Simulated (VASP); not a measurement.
# As (P-3m1) in VASP: single point with PBE

Aim: the single point of As with PBE.

All numbers are computed with VASP 6.6.1; they aren't measurements. Logs are shortened: lines on timing, memory, paths and dates and some standing lists are left out, and cuts for length are marked.

**1. The cell of the first run**

It takes space group P-3m1 (No. 164, trigonal). Conventional cell: a = 3.608 Å, b = 3.608 Å, c = 12.029 Å, α = 90.00°, β = 90.00°, γ = 120.00°. Within 3.3 Å of As (site symmetry 3m) lie 3 As at 2.50 Å. Within 3.3 Å of As (site symmetry 3m) lie 3 As at 2.50 Å.

The cell was generated, and may not be a known phase.

**2. Single point, PBE**

Contents of INCAR:

```
PREC = Accurate
ENCUT = 510
EDIFF = 1E-6
ISMEAR = 0
SIGMA = 0.1
LREAL = False
LASPH = True
NELM = 120
ALGO = Normal
ISIF = 2
LWAVE = False
LCHARG = False
GGA = PE
NBANDS = 38
GGA_COMPAT = False
```

Contents of KPOINTS:

```
Automatic mesh
0
Gamma
  6 6 2
```

Contents of POSCAR:

```
As
1.0
    3.6082790000      0.0000000000      0.0000000000
   -1.8041395000      3.1248613000      0.0000000000
    0.0000000000      0.0000000000     12.0291921000
As
4
Direct
    0.0000000000      0.0000000000      0.7996660000
    0.0000000000      0.0000000000      0.2003340000
    0.3333333000      0.6666667000      0.6840660000
    0.6666667000      0.3333333000      0.3159340000
```

Potentials or basis: VASP PAW PBE potentials, release 64 (As_d).

Command:

```bash
$ cat potpaw_PBE.64/As_d/POTCAR > POTCAR
$ mpirun -np 1 vasp_std > vasp.out
```

OUTCAR:

```text
PREC = Accurate
   ENCUT = 510
   EDIFF = 1E-6
   ISMEAR = 0
   LREAL = False
   LASPH = True
   NELM = 120
   ISIF = 2
   GGA = PE

 ion  position               nearest neighbor table
   1  0.000  0.000  0.800-   3 2.50   3 2.50   3 2.50
   2  0.000  0.000  0.200-   4 2.50   4 2.50   4 2.50
   3  0.333  0.667  0.684-   1 2.50   1 2.50   1 2.50
   4  0.667  0.333  0.316-   2 2.50   2 2.50   2 2.50

  LATTYP: Found a hexagonal cell.
 ALAT       =     3.6082790000
 C/A-ratio  =     3.3337754924

  Lattice vectors:

 A1 = (   3.6082790000,   0.0000000000,   0.0000000000)
 A2 = (  -1.8041395000,   3.1248613000,   0.0000000000)
 A3 = (   0.0000000000,   0.0000000000,  12.0291921000)

Analysis of symmetry for initial positions (statically):
=====================================================================
 Subroutine PRICEL returns:
 Original cell was already a primitive cell.

 Routine SETGRP: Setting up the symmetry group for a
 hexagonal supercell.

 Subroutine GETGRP returns: Found 12 space group operations
 (whereof 12 operations were pure point group operations)
 out of a pool of 24 trial point group operations.

The static configuration has the point symmetry D_3d.

Analysis of symmetry for dynamics (positions and initial velocities):
=====================================================================
 Subroutine PRICEL returns:
 Original cell was already a primitive cell.

 Routine SETGRP: Setting up the symmetry group for a
 hexagonal supercell.

 Subroutine GETGRP returns: Found 12 space group operations
 (whereof 12 operations were pure point group operations)
 out of a pool of 24 trial point group operations.

The dynamic configuration has the point symmetry D_3d.

 Subroutine INISYM returns: Found 12 space group operations
 (whereof 12 operations are pure point group operations),
 and found     1 'primitive' translations

----------------------------------------------------------------------------------------

                                     Primitive cell

  volume of cell :     135.6336

  direct lattice vectors                    reciprocal lattice vectors
     3.608279000  0.000000000  0.000000000     0.277140432  0.160007102  0.000000000
    -1.804139500  3.124861300  0.000000000     0.000000000  0.320014204  0.000000000
     0.000000000  0.000000000 12.029192100     0.000000000  0.000000000  0.083131102

  length of vectors
     3.608279000  3.608279019 12.029192100     0.320014205  0.320014204  0.083131102

  position of ions in fractional coordinates (direct lattice)
     0.000000000  0.000000000  0.799666000
     0.000000000  0.000000000  0.200334000
     0.333333300  0.666666700  0.684066000
     0.666666700  0.333333300  0.315934000

  ion indices of the primitive-cell ions
   primitive index   ion index
                 1           1
                 2           2
                 3           3
                 4           4

----------------------------------------------------------------------------------------

 KPOINTS: Automatic mesh

Automatic generation of k-mesh.
 Grid dimensions read from file:
 generate k-points for:    6    6    2

 Generating k-lattice:

  Cartesian coordinates                     Fractional coordinates (reciprocal lattice)
     0.046190072  0.026667850  0.000000000     0.166666667  0.000000000  0.000000000
     0.000000000  0.053335701  0.000000000     0.000000000  0.166666667  0.000000000
     0.000000000  0.000000000  0.041565551     0.000000000  0.000000000  0.500000000

  Length of vectors
     0.053335701  0.053335701  0.041565551

  Shift w.r.t. Gamma in fractional coordinates (k-lattice)
     0.000000000  0.000000000  0.000000000

 Subroutine IBZKPT returns following result:
 ===========================================

 Found     14 irreducible k-points:

 Following reciprocal coordinates:
            Coordinates               Weight
  0.000000  0.000000  0.000000      1.000000
  0.166667 -0.000000  0.000000      6.000000
  0.333333 -0.000000  0.000000      6.000000
  0.500000 -0.000000  0.000000      3.000000
  0.166667  0.166667  0.000000      6.000000
  0.333333  0.166667  0.000000     12.000000
  0.333333  0.333333  0.000000      2.000000
  0.000000  0.000000  0.500000      1.000000
  0.166667 -0.000000  0.500000      6.000000
  0.333333 -0.000000  0.500000      6.000000
  0.500000 -0.000000  0.500000      3.000000
  0.166667  0.166667  0.500000      6.000000
  0.333333  0.166667  0.500000     12.000000
  0.333333  0.333333  0.500000      2.000000
   k-points           NKPTS =     14   k-points in BZ     NKDIM =     14   number of bands    NBANDS=     38
   number of dos      NEDOS =    301   number of ions     NIONS =      4
   total plane-waves  NPLWV =  70560
   dimension x,y,z NGX =    28 NGY =   28 NGZ =   90
   dimension x,y,z NGXF=    56 NGYF=   56 NGZF=  180
   ions per type =               4
   NGX,Y,Z   is equivalent  to a cutoff of  12.90, 12.90, 12.44 a.u.
   NGXF,Y,Z  is equivalent  to a cutoff of  25.80, 25.80, 24.88 a.u.
 SYSTEM =  unknown system
   PREC   = accura    normal or accurate (medium, high low for compatibility)
   ISTART =      0    job   : 0-new  1-cont  2-samecut
   ICHARG =      2    charge: 1-file 2-atom 10-const
   ISPIN  =      1    spin polarized calculation?
   LNONCOLLINEAR =      F non collinear calculations
   LSORBIT =      F    spin-orbit coupling
   LASPH  =      T    aspherical Exc in radial PAW
   ENCUT  =  510.0 eV  37.48 Ry    6.12 a.u.   6.64  6.64 22.15*2*pi/ulx,y,z
   NELM   =    120;   NELMIN=  2; NELMDL= -5     # of ELM steps
   EDIFF  = 0.1E-05   stopping-criterion for ELM
   LREAL  =      F    real-space projection
   EDIFFG = 0.1E-04   stopping-criterion for IOM
   NSW    =      0    number of steps for IOM
   IBRION =     -1    ionic relax: 0-MD 1-quasi-New 2-CG
   NFREE  =      0    steps in history (QN), initial steepest desc. (CG)
   ISIF   =      2    stress and relaxation
   ISYM   =      2    0-nonsym 1-usesym 2-fastsym
   POTIM  = 0.5000    time-step for ionic-motion
   TEBEG  =    0.0;   TEEND  =   0.0 temperature during run
   PSTRESS=    0.0 pullay stress
   NELECT =      60.0000    total number of electrons
   NUPDOWN=      -1.0000    fix difference up-down
   EMIN   =  10.00;   EMAX   =-10.00  energy-range for DOS
   EFERMI =   0.00;   METHOD = LEGACY
   ISMEAR =     0;   SIGMA  =   0.10  broadening in eV -4-tet -1-fermi 0-gaus
   EFERMI_NEDOS =   21; number of points for ismear=-14 and -15
   IALGO  =     38    algorithm
   IMIX   =      4    mixing-type and parameters
     AMIX     =   0.40;   BMIX     =  1.00
     AMIX_MAG =   1.60;   BMIX_MAG =  1.00
  volume/ion in A,a.u.               =      33.91       228.83
  Fermi-wavevector in a.u.,A,eV,Ry     =   1.247392  2.357228 21.170471  1.555986
  Thomas-Fermi vector in A             =   2.381526
   LORBIT       =      0    0 simple, 1 ext, 2 COOP (PROOUT), +10 PAW based schemes
   GGA     = PE    functional components
   LHFCALC =     F    Hartree Fock is set to
   AEXX    =    0.0000 exact exchange contribution
   IVDW    =     0    specifies the selected vdW correction
   LEPSILON=     F    determine dielectric tensor
   LRPA    =     F    only Hartree local field effects (RPA)
 non-spin polarized calculation
 Gauss-broadening in eV      SIGMA  =   0.10
  energy-cutoff  :      510.00
  volume of cell :      135.63
 maximum number of plane-waves:      3596
 NGX is ok and might be reduce to    28
   NGX = 13   NGY = 13   NGZ = 45

 number of electron      59.9999983 magnetization

 Free energy of the ion-electron system (eV)
  ---------------------------------------------------
  ext. energy  EPLUGINS =         0.00000000
  ---------------------------------------------------
  free energy    TOTEN  =       -18.67868680 eV

  energy without entropy =      -18.67868680  energy(sigma->0) =      -18.67868680

 E-fermi :   0.3339     XC(G=0):  -7.9369

 val. band max:       -0.1595609510   @ k =   0.1667  -0.0000   0.0000
 cond. band min:       1.2493330991   @ k =   0.3333  -0.0000   0.0000
 fundamental gap:      1.4088940501
 Fermi energy:         0.3339088912

 k-point     1 :       0.0000    0.0000    0.0000
  band No.  band energies     occupation
      1     -35.3148      2.00000
      2     -35.3148      2.00000
      3     -35.3148      2.00000
      4     -35.3148      2.00000
      5     -35.2761      2.00000
      6     -35.2761      2.00000
[... 30 lines left out ...]
     37       5.4406      0.00000
     38       6.8756      0.00000

 k-point     2 :       0.1667   -0.0000    0.0000
  band No.  band energies     occupation
      1     -35.3141      2.00000
      2     -35.3141      2.00000
      3     -35.3073      2.00000
      4     -35.3073      2.00000
      5     -35.2740      2.00000
      6     -35.2740      2.00000
[... 30 lines left out ...]
     37       5.8895      0.00000
     38       6.8325      0.00000

 k-point     3 :       0.3333   -0.0000    0.0000
  band No.  band energies     occupation
      1     -35.3125      2.00000
      2     -35.3125      2.00000
      3     -35.2915      2.00000
      4     -35.2915      2.00000
      5     -35.2649      2.00000
      6     -35.2649      2.00000
[... 30 lines left out ...]
     37       6.4536      0.00000
     38       6.6706      0.00000

 k-point     4 :       0.5000   -0.0000    0.0000
  band No.  band energies     occupation
      1     -35.3115      2.00000
      2     -35.3115      2.00000
      3     -35.2854      2.00000
      4     -35.2854      2.00000
      5     -35.2439      2.00000
      6     -35.2439      2.00000
[... 30 lines left out ...]
     37       5.9918      0.00000
     38       6.5876      0.00000
[... 293 lines left out ...]
      4     -35.2936      2.00000
      5     -35.2700      2.00000
      6     -35.2700      2.00000
[... 30 lines left out ...]
     37       6.4185      0.00000
     38       6.5347      0.00000

 k-point    13 :       0.3333    0.1667    0.5000
  band No.  band energies     occupation
      1     -35.3128      2.00000
      2     -35.3128      2.00000
      3     -35.2786      2.00000
      4     -35.2786      2.00000
      5     -35.2577      2.00000
      6     -35.2577      2.00000
[... 30 lines left out ...]
     37       6.6890      0.00000
     38       6.9574      0.00000

 k-point    14 :       0.3333    0.3333    0.5000
  band No.  band energies     occupation
      1     -35.3132      2.00000
      2     -35.3132      2.00000
      3     -35.2605      2.00000
      4     -35.2605      2.00000
      5     -35.2592      2.00000
      6     -35.2592      2.00000
[... 30 lines left out ...]
     37       7.7949      0.00000
     38       7.7949      0.00000

------------------------ aborting loop because EDIFF is reached ----------------------------------------

  FORCE on cell =-STRESS in cart. coord.  units (eV):
  Direction    XX          YY          ZZ          XY          YZ          ZX
  --------------------------------------------------------------------------------------
  -------------------------------------------------------------------------------------
  Total        0.1933805      0.1933805     -0.0065214      0.0000000      0.0000000     -0.0000000
  in kB        2.2843149      2.2843149     -0.0770342      0.0000000      0.0000000     -0.0000000
  external PRESSURE =       1.4971986 kB  Pullay stress =       0.0000000 kB

 VOLUME and BASIS-vectors are now :
 -----------------------------------------------------------------------------
  energy-cutoff  :      510.00
  volume of cell :      135.63
      direct lattice vectors                 reciprocal lattice vectors
     3.608279000  0.000000000  0.000000000     0.277140432  0.160007102  0.000000000
    -1.804139500  3.124861300  0.000000000     0.000000000  0.320014204  0.000000000
     0.000000000  0.000000000 12.029192100     0.000000000  0.000000000  0.083131102

 POSITION                                       TOTAL-FORCE (eV/Angst)
 -----------------------------------------------------------------------------------
      0.00000      0.00000      9.61934        -0.000000      0.000000     -0.009496
      0.00000      0.00000      2.40986         0.000000     -0.000000      0.009496
     -0.00000      2.08324      8.22876         0.000000     -0.000000      0.010492
      1.80414      1.04162      3.80043        -0.000000      0.000000     -0.010492
 -----------------------------------------------------------------------------------
    total drift:                               -0.000000      0.000000     -0.000000

  FREE ENERGIE OF THE ION-ELECTRON SYSTEM (eV)
  ---------------------------------------------------
  free  energy   TOTEN  =       -18.6786868048 eV

  energy  without entropy=      -18.6786868048  energy(sigma->0) =      -18.67868680
```

It took 52 s on 1 thread of Intel Xeon Platinum 8488C (Sapphire Rapids), shared host; peak memory 0.25 GiB.

What came out:

```
Free energy            : -18.6787 eV
Pressure               : 0.1 GPa
Largest force          : 0.010 eV/Å
Band gap on the k mesh : 1.41 eV (least direct gap 1.71 eV)
```

Forces on the atoms (eV/Å):
```
As   0.000  0.000 -0.009
As   0.000  0.000  0.009
As   0.000  0.000  0.010
As   0.000  0.000 -0.010
```

Stress tensor (GPa, compression positive):
```
 0.23  0.00  0.00
 0.00  0.23  0.00
 0.00  0.00 -0.01
```

Caveat: this functional lacks dispersion, which binds layers or chains, so the pressure and a relaxed spacing across them are unreliable.
